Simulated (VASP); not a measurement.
# RbCl (Fm-3m) in VASP: a series of runs, part 2 of 2

VASP 6.6.1. The steps go on from the part before.

### 4 Relaxation of cell and atoms, PBE

INCAR

```
PREC     = Accurate       # precision mode
ENCUT    = 500            # plane-wave cutoff, eV
EDIFF    = 1E-7           # SCF threshold, eV
ISMEAR   = 0              # smearing method
SIGMA    = 0.02           # smearing width, eV
LREAL    = False          # projectors in reciprocal space
LASPH    = True           # aspherical terms in the spheres
NELM     = 120            # most SCF steps
ALGO     = Normal         # electronic algorithm
ISIF     = 3              # what is computed and relaxed
LWAVE    = False          # write WAVECAR
LCHARG   = False          # write CHGCAR
GGA      = PE             # functional
IBRION   = 2              # ionic algorithm
NSW      = 100            # ionic steps
EDIFFG   = -0.005         # ionic threshold
GGA_COMPAT= False        
NELMIN   = 4
```

KPOINTS

```
Automatic mesh
0
Gamma
  6 6 6
```

POSCAR

```
RbCl
1.0
    0.0000000000      3.3184426871      3.3184426871
    3.3184426871      0.0000000000      3.3184426871
    3.3184426871      3.3184426871      0.0000000000
Rb Cl
1 1
Direct
    0.0000000000      0.0000000000      0.0000000000
    0.5000000000      0.5000000000      0.5000000000
```

Potentials or basis: VASP PAW PBE potentials, release 64 (Rb_sv, Cl).

Started as:

```console
$ cat potpaw_PBE.64/Rb_sv/POTCAR potpaw_PBE.64/Cl/POTCAR > POTCAR
$ mpirun -np 1 vasp_std > vasp.out
```

OUTCAR:

```text
PREC = Accurate
   ENCUT = 500
   EDIFF = 1E-7
   ISMEAR = 0
   LREAL = False
   LASPH = True
   NELM = 120
   ISIF = 3
   GGA = PE
   IBRION = 2
   NSW = 100
   EDIFFG = -0.005
   NELMIN = 4

 ion  position               nearest neighbor table
   1  0.000  0.000  0.000-   2 3.32   2 3.32   2 3.32   2 3.32   2 3.32   2 3.32
   2  0.500  0.500  0.500-   1 3.32   1 3.32   1 3.32   1 3.32   1 3.32   1 3.32

  LATTYP: Found a face centered cubic cell.
 ALAT       =     6.6368853742

  Lattice vectors:

 A1 = (   0.0000000000,   3.3184426871,   3.3184426871)
 A2 = (   3.3184426871,   0.0000000000,   3.3184426871)
 A3 = (   3.3184426871,   3.3184426871,   0.0000000000)

Analysis of symmetry for initial positions (statically):
=====================================================================
 Subroutine PRICEL returns:
 Original cell was already a primitive cell.

 Routine SETGRP: Setting up the symmetry group for a
 face centered cubic supercell.

 Subroutine GETGRP returns: Found 48 space group operations
 (whereof 48 operations were pure point group operations)
 out of a pool of 48 trial point group operations.

The static configuration has the point symmetry O_h .
[... 145 lines left out ...]

 number of electron      16.0000002 magnetization

 Free energy of the ion-electron system (eV)
  ---------------------------------------------------
  ext. energy  EPLUGINS =         0.00000000
  ---------------------------------------------------
  free energy    TOTEN  =        -6.67277548 eV

  energy without entropy =       -6.67277548  energy(sigma->0) =       -6.67277548

------------------------ aborting loop because EDIFF is reached ----------------------------------------

  FORCE on cell =-STRESS in cart. coord.  units (eV):
  Direction    XX          YY          ZZ          XY          YZ          ZX
  --------------------------------------------------------------------------------------
  -------------------------------------------------------------------------------------
  Total        0.1924190      0.1924190      0.1924190      0.0000000      0.0000000      0.0000000
  in kB        4.2181841      4.2181841      4.2181841      0.0000000      0.0000000      0.0000000
  external PRESSURE =       4.2181841 kB  Pullay stress =       0.0000000 kB
[... 59 lines left out ...]
--------------------------------------- Ionic step        3  -------------------------------------------

 number of electron      16.0000000 magnetization

 Free energy of the ion-electron system (eV)
  ---------------------------------------------------
  ext. energy  EPLUGINS =         0.00000000
  ---------------------------------------------------
  free energy    TOTEN  =        -6.67535910 eV

  energy without entropy =       -6.67535910  energy(sigma->0) =       -6.67535910

 E-fermi :  -1.9443     XC(G=0):  -7.1412

 val. band max:       -2.0679576773   @ k =   0.0000   0.0000   0.0000
 cond. band min:       2.7648009989   @ k =   0.0000   0.0000   0.0000
 fundamental gap:      4.8327586762
 Fermi energy:        -1.9443215019

 k-point     1 :       0.0000    0.0000    0.0000
  band No.  band energies     occupation
      1     -26.1194      2.00000
      2     -14.0212      2.00000
      3     -10.1683      2.00000
      4     -10.1683      2.00000
      5     -10.1683      2.00000
      6      -2.0680      2.00000
      7      -2.0680      2.00000
      8      -2.0680      2.00000
      9       2.7648      0.00000
     10       5.8852      0.00000
     11       5.8852      0.00000
     12       5.8852      0.00000
[... 252 lines left out ...]
  FREE ENERGIE OF THE ION-ELECTRON SYSTEM (eV)
  ---------------------------------------------------
  free  energy   TOTEN  =        -6.6753590962 eV

  energy  without entropy=       -6.6753590962  energy(sigma->0) =       -6.67535910

 reached required accuracy - stopping structural energy minimisation
```

CONTCAR:

```text
RbCl
   1.00000000000000
     0.0000000000000000    3.3492566014934719    3.3492566014934719
     3.3492566014934719    0.0000000000000000    3.3492566014934719
     3.3492566014934719    3.3492566014934719    0.0000000000000000
  Rb              Cl
     1     1
Direct
     0.0000000000000000    0.0000000000000000    0.0000000000000000
     0.5000000000000000    0.5000000000000000    0.5000000000000000

  0.00000000E+00  0.00000000E+00  0.00000000E+00
  0.00000000E+00  0.00000000E+00  0.00000000E+00
```

Run time: 38 s. Hardware: 1 thread of Intel Xeon 8259CL, shared host; peak memory 0.21 GiB.

What came out:

| Property | Result |
| --- | --- |
| Free energy | -6.6754 eV |
| Relaxed volume | 37.57 Å³/atom |
| Relaxed cell | a = 4.737 Å, b = 4.737 Å, c = 4.737 Å, α = 60.00°, β = 60.00°, γ = 60.00° |
| Space group after relaxing (to 0.1 Å) | Fm-3m (No. 225) |
| Energy gained by relaxing | 1.3 meV/atom |
| Ionic steps | 3 |
| Pressure after relaxing | 0.0 GPa |
| Band gap on the k mesh | 4.83 eV |

The path:
| step | energy change (eV) | largest force (eV/Å) | pressure (GPa) | volume (Å³) |
| --- | --- | --- | --- | --- |
| 1 | 0.0000 | 0.0000 | 0.42 | 73.09 |
| 2 | -0.0020 | 0.0000 | 0.20 | 74.11 |
| 3 | -0.0026 | 0.0000 | -0.01 | 75.14 |

Final structure:
```
Rb Cl
1.0
     0.00000    3.34926    3.34926
     3.34926    0.00000    3.34926
     3.34926    3.34926    0.00000
Rb Cl
1 1
Direct
  0.00000 0.00000 0.00000
  0.50000 0.50000 0.50000
```

### 5 Overview

```csv
task,cell,smearing,gap on the mesh (eV),pressure (GPa)
single point,"a = 4.693 Å, angles 60.0°, 2 atoms",gaussian 0.1 eV,4.92,0.4
single point,"a = 4.736 Å, angles 60.0°, 2 atoms",gaussian 0.02 eV,4.83,0.0
relaxation of cell and atoms,"relaxed from a = 4.693 Å, angles 60.0°, 2 atoms",gaussian 0.02 eV,4.83,0.0
```

Alike in all rows: level PBE; potentials or basis VASP PAW PBE potentials, release 64 (Rb_sv, Cl); no spin polarisation; k mesh 6 × 6 × 6; cutoff (eV) 500.

Total energies depend on the potentials used, so only differences within one code and one set of settings carry meaning.
